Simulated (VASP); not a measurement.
# Nb5N (P4/nmm) in VASP: relaxation of cell and atoms with PBE

Aim: the relaxation of cell and atoms of Nb5N with PBE.

Program: VASP 6.6.1. These are calculated values, not measurements. Logs are shortened: lines on timing, memory, paths and dates and some standing lists are left out, and cuts for length are marked.

**1. The cell of the first run**

It takes space group P4/nmm (No. 129, tetragonal). The conventional cell has a = 3.200 Å, b = 3.200 Å, c = 17.600 Å, α = 90.00°, β = 90.00°, γ = 90.00°. Within 2.8 Å of Nb (site symmetry 4mm) lie 1 N at 2.11 Å and 4 Nb at 2.72 Å. Nb (site symmetry 4mm) has 5 N at 2.18 to 2.26 Å within 2.9 Å. Within 3.7 Å of Nb (site symmetry 4mm) lie 14 Nb at 2.72 to 3.63 Å. Nb (site symmetry 4mm) has 14 Nb at 2.78 to 3.29 Å within 3.7 Å. Within 3.7 Å of Nb (site symmetry 4mm) lie 14 Nb at 2.79 to 3.29 Å. N (site symmetry 4mm) has 6 Nb at 2.11 to 2.26 Å within 2.8 Å.

**2. Relaxation of cell and atoms, PBE**

The input, INCAR:

```
SYSTEM = Nb5N
ALGO = Normal
EDIFF = 1E-6
EDIFFG = -0.08
ENCUT = 600
GGA = PE
IBRION = 2
ISIF = 3
ISMEAR = 0
LASPH = .True.
LCHARG = .False.
LREAL = .False.
LWAVE = .False.
NELM = 80
NSW = 36
PREC = Accurate
SIGMA = 0.2
```

The input, KPOINTS:

```
k-points
0
Gamma
  5 5 1
  0 0 0
```

The input, POSCAR:

```
Nb5N
1.0
    3.2000000000      0.0000000000      0.0000000000
    0.0000000000      3.2000000000      0.0000000000
    0.0000000000      0.0000000000     17.6000000000
Nb N
10 2
Direct
    0.0000000000      0.5000000000      0.1820000000
    0.0000000000      0.5000000000      0.9380000000
    0.5000000000      0.0000000000      0.8180000000
    0.5000000000      0.0000000000      0.0620000000
    0.0000000000      0.5000000000      0.7320000000
    0.5000000000      0.0000000000      0.2680000000
    0.0000000000      0.5000000000      0.3600000000
    0.5000000000      0.0000000000      0.6400000000
    0.0000000000      0.5000000000      0.5470000000
    0.5000000000      0.0000000000      0.4530000000
    0.0000000000      0.5000000000      0.0620000000
    0.5000000000      0.0000000000      0.9380000000
```

Potentials or basis: VASP PAW PBE potentials, release 64 (Nb_sv, N).

Command:

```bash
$ cat potpaw_PBE.64/Nb_sv/POTCAR potpaw_PBE.64/N/POTCAR > POTCAR
$ mpirun -np 1 vasp_std > vasp.out
```

OUTCAR:

```text
SYSTEM = Nb5N
   EDIFF = 1E-6
   EDIFFG = -0.08
   ENCUT = 600
   GGA = PE
   IBRION = 2
   ISIF = 3
   ISMEAR = 0
   LASPH = .True.
   LREAL = .False.
   NELM = 80
   NSW = 36
   PREC = Accurate

 ion  position               nearest neighbor table
   1  0.000  0.500  0.182-  11 2.11   6 2.72   6 2.72   6 2.72   6 2.72
   2  0.000  0.500  0.938-  11 2.18  12 2.26  12 2.26  12 2.26  12 2.26
   3  0.500  0.000  0.818-  12 2.11   5 2.72   5 2.72   5 2.72   5 2.72
   4  0.500  0.000  0.062-  12 2.18  11 2.26  11 2.26  11 2.26  11 2.26
   5  0.000  0.500  0.732-   3 2.72   3 2.72   3 2.72   3 2.72   8 2.78   8 2.78   8 2.78   8 2.78
[... 7 lines left out ...]
   9  0.000  0.500  0.547-   8 2.79   8 2.79   8 2.79   8 2.79  10 2.80  10 2.80  10 2.80  10 2.80

  10  0.500  0.000  0.453-   7 2.79   7 2.79   7 2.79   7 2.79   9 2.80   9 2.80   9 2.80   9 2.80

  11  0.000  0.500  0.062-   1 2.11   2 2.18   4 2.26   4 2.26   4 2.26   4 2.26
  12  0.500  0.000  0.938-   3 2.11   4 2.18   2 2.26   2 2.26   2 2.26   2 2.26

  LATTYP: Found a simple tetragonal cell.
 ALAT       =     3.2000000000
 C/A-ratio  =     5.5000000000

  Lattice vectors:

 A1 = (   3.2000000000,   0.0000000000,   0.0000000000)
 A2 = (   0.0000000000,   3.2000000000,   0.0000000000)
 A3 = (   0.0000000000,   0.0000000000,  17.6000000000)

Analysis of symmetry for initial positions (statically):
=====================================================================
 Subroutine PRICEL returns:
 Original cell was already a primitive cell.

 Routine SETGRP: Setting up the symmetry group for a
 simple tetragonal supercell.

 Subroutine GETGRP returns: Found 16 space group operations
 (whereof  8 operations were pure point group operations)
 out of a pool of 16 trial point group operations.

The static configuration has the point symmetry D_2d.
 The point group associated with its full space group is D_4h.

Analysis of symmetry for dynamics (positions and initial velocities):
=====================================================================
 Subroutine PRICEL returns:
 Original cell was already a primitive cell.

 Routine SETGRP: Setting up the symmetry group for a
 simple tetragonal supercell.

 Subroutine GETGRP returns: Found 16 space group operations
 (whereof  8 operations were pure point group operations)
 out of a pool of 16 trial point group operations.

The dynamic configuration has the point symmetry D_2d.
 The point group associated with its full space group is D_4h.

 Subroutine INISYM returns: Found 16 space group operations
 (whereof  8 operations are pure point group operations),
 and found     1 'primitive' translations

----------------------------------------------------------------------------------------
[... 121 lines left out ...]
   AEXX    =    0.0000 exact exchange contribution
   IVDW    =     0    specifies the selected vdW correction
   LEPSILON=     F    determine dielectric tensor
   LRPA    =     F    only Hartree local field effects (RPA)
 conjugate gradient relaxation of ions
 non-spin polarized calculation
 Gauss-broadening in eV      SIGMA  =   0.20
  energy-cutoff  :      600.00
  volume of cell :      180.22
 maximum number of plane-waves:      6041
 NGX is ok and might be reduce to    28
   NGX = 13   NGY = 13   NGZ = 71

--------------------------------------- Ionic step        1  -------------------------------------------

 number of electron     139.9999994 magnetization

 Free energy of the ion-electron system (eV)
  ---------------------------------------------------
  ext. energy  EPLUGINS =         0.00000000
  ---------------------------------------------------
  free energy    TOTEN  =      -122.82623738 eV

  energy without entropy =     -122.63330582  energy(sigma->0) =     -122.72977160

------------------------ aborting loop because EDIFF is reached ----------------------------------------

  FORCE on cell =-STRESS in cart. coord.  units (eV):
  Direction    XX          YY          ZZ          XY          YZ          ZX
  --------------------------------------------------------------------------------------
  -------------------------------------------------------------------------------------
  Total       10.4043360     10.4043360     11.0738994      0.0000000      0.0000000      0.0000000
  in kB       92.4937373     92.4937373     98.4461032      0.0000000      0.0000000      0.0000000
  external PRESSURE =      94.4778593 kB  Pullay stress =       0.0000000 kB
[... 119 lines left out ...]
  FREE ENERGIE OF THE ION-ELECTRON SYSTEM (eV)
  ---------------------------------------------------
  free  energy   TOTEN  =      -123.1126399799 eV

  energy  without entropy=     -122.9026701744  energy(sigma->0) =     -123.00765508

[... ionic steps 4 to 12 ...]

--------------------------------------- Ionic step       13  -------------------------------------------

 number of electron     139.9999995 magnetization

------------------------ aborting loop because EDIFF is reached ----------------------------------------
[... 87 lines left out ...]
--------------------------------------- Ionic step       15  -------------------------------------------

 number of electron     139.9999997 magnetization

 Free energy of the ion-electron system (eV)
  ---------------------------------------------------
  ext. energy  EPLUGINS =         0.00000000
  ---------------------------------------------------
  free energy    TOTEN  =      -123.26351721 eV

  energy without entropy =     -123.03191858  energy(sigma->0) =     -123.14771790

 E-fermi :  11.6591     XC(G=0): -12.6739

 val. band max:       11.6045086005   @ k =   0.2000   0.0000   0.0000
 cond. band min:      11.6999118151   @ k =   0.2000   0.2000   0.0000
 fundamental gap:      0.0954032146
 Fermi energy:        11.6591320554

 k-point     1 :       0.0000    0.0000    0.0000
  band No.  band energies     occupation
      1     -44.1571      2.00000
      2     -44.1181      2.00000
      3     -42.8119      2.00000
      4     -42.8100      2.00000
      5     -42.7001      2.00000
      6     -42.6254      2.00000
[... 499 lines left out ...]
     81      14.9304      0.00000
     82      15.1300      0.00000
 [bands above 82 left out]

------------------------ aborting loop because EDIFF is reached ----------------------------------------

  FORCE on cell =-STRESS in cart. coord.  units (eV):
  Direction    XX          YY          ZZ          XY          YZ          ZX
  --------------------------------------------------------------------------------------
  -------------------------------------------------------------------------------------
  Total       -0.0380336     -0.0380336     -0.0985806      0.0000000      0.0000000      0.0000000
  in kB       -0.3250151     -0.3250151     -0.8424174      0.0000000      0.0000000      0.0000000
  external PRESSURE =      -0.4974825 kB  Pullay stress =       0.0000000 kB
[... 27 lines left out ...]
  FREE ENERGIE OF THE ION-ELECTRON SYSTEM (eV)
  ---------------------------------------------------
  free  energy   TOTEN  =      -123.2635172107 eV

  energy  without entropy=     -123.0319185795  energy(sigma->0) =     -123.14771790

 reached required accuracy - stopping structural energy minimisation
```

CONTCAR:

```text
Nb5N
   1.00000000000000
     3.2171174595976879    0.0000000000000000   -0.0000000000000000
    -0.0000000000000000    3.2171174595976879   -0.0000000000000000
     0.0000000000000000    0.0000000000000000   18.1151058579677731
  Nb              N
    10     2
Direct
     0.0000000000000000    0.5000000000000000    0.1743934080445799
     1.0000000000000000    0.5000000000000000    0.9331746971040156
     0.5000000000000000    0.0000000000000000    0.8256065919554201
     0.5000000000000000    0.0000000000000000    0.0668253028959845
     0.0000000000000000    0.5000000000000000    0.7340211939717757
     0.5000000000000000    0.0000000000000000    0.2659788060282240
     0.0000000000000000    0.5000000000000000    0.3583927133823006
     0.5000000000000000    0.0000000000000000    0.6416072866176995
     0.0000000000000000    0.5000000000000000    0.5466520174851042
     0.5000000000000000    0.0000000000000000    0.4533479825148962
     1.0000000000000000    0.5000000000000000    0.0545149793760390
     0.5000000000000000    0.0000000000000000    0.9454850206239608

  0.00000000E+00  0.00000000E+00  0.00000000E+00
  0.00000000E+00  0.00000000E+00  0.00000000E+00
  0.00000000E+00  0.00000000E+00  0.00000000E+00
  0.00000000E+00  0.00000000E+00  0.00000000E+00
  0.00000000E+00  0.00000000E+00  0.00000000E+00
  0.00000000E+00  0.00000000E+00  0.00000000E+00
  0.00000000E+00  0.00000000E+00  0.00000000E+00
  0.00000000E+00  0.00000000E+00  0.00000000E+00
  0.00000000E+00  0.00000000E+00  0.00000000E+00
  0.00000000E+00  0.00000000E+00  0.00000000E+00
  0.00000000E+00  0.00000000E+00  0.00000000E+00
  0.00000000E+00  0.00000000E+00  0.00000000E+00
```

Wall time 27 min (1 thread of AMD EPYC 9R45 (Zen 5), shared host); peak memory 0.35 GiB.

Results:

| Quantity | Value |
| --- | --- |
| Free energy | -123.2635 eV |
| Relaxed volume | 15.62 Å³/atom |
| Relaxed cell | a = 3.217 Å, b = 3.217 Å, c = 18.115 Å, α = 90.00°, β = 90.00°, γ = 90.00° |
| Space group after relaxing (to 0.1 Å) | P4/nmm (No. 129) |
| Energy gained by relaxing | 36.4 meV/atom |
| Ionic steps | 15 |
| Pressure after relaxing | 0.0 GPa |
| Largest force after relaxing | 0.073 eV/Å |
| Band gap on the k mesh | zero (bands 70 and 71 overlap by 0.80 eV) |

Forces on the atoms (eV/Å):
```
Nb   0.000  0.000  0.037
Nb   0.000  0.000 -0.027
Nb   0.000  0.000 -0.037
Nb   0.000  0.000  0.027
Nb   0.000  0.000 -0.073
Nb   0.000  0.000  0.073
Nb   0.000  0.000  0.001
Nb   0.000  0.000 -0.001
Nb   0.000  0.000 -0.044
Nb   0.000  0.000  0.044
N    0.000  0.000 -0.002
N    0.000  0.000  0.002
```

Step by step:
```csv
step,energy change (eV),largest force (eV/Å),pressure (GPa),volume (Å³)
1,0.0000,1.1464,9.45,180.22
2,0.4305,0.5175,-14.14,204.32
3,-0.2864,0.8155,-1.16,189.11
4,-0.2866,0.8224,-0.92,188.86
5,-0.3524,0.4339,-0.16,188.23
6,-0.3637,0.4415,0.36,187.85
7,-0.3911,0.2094,-0.47,188.49
8,-0.3942,0.2467,-0.84,188.79
9,-0.4037,0.3060,1.21,186.77
10,-0.4044,0.2902,0.79,187.18
11,-0.4172,0.2307,0.39,187.41
12,-0.4282,0.1933,-0.33,187.89
13,-0.4304,0.1755,0.16,187.27
14,-0.4328,0.1686,-0.03,187.51
15,-0.4373,0.0730,-0.05,187.49
```

Final structure:
```
Nb N
1.0
     3.21712    0.00000    0.00000
     0.00000    3.21712    0.00000
     0.00000    0.00000   18.11511
Nb N
10 2
Direct
  0.00000 0.50000 0.17439
  0.00000 0.50000 0.93317
  0.50000 0.00000 0.82561
  0.50000 0.00000 0.06683
  0.00000 0.50000 0.73402
  0.50000 0.00000 0.26598
  0.00000 0.50000 0.35839
  0.50000 0.00000 0.64161
  0.00000 0.50000 0.54665
  0.50000 0.00000 0.45335
  0.00000 0.50000 0.05452
  0.50000 0.00000 0.94549
```

Caveat: the k points lie up to 0.39 Å⁻¹ apart in the final cell, too coarse for converged energies and pressures of a metal; the relaxation stopped at a loose force limit of 0.08 eV/Å, so its end isn't a converged minimum.

The gap in the log of VASP goes by the Fermi energy; the results here count the filled bands.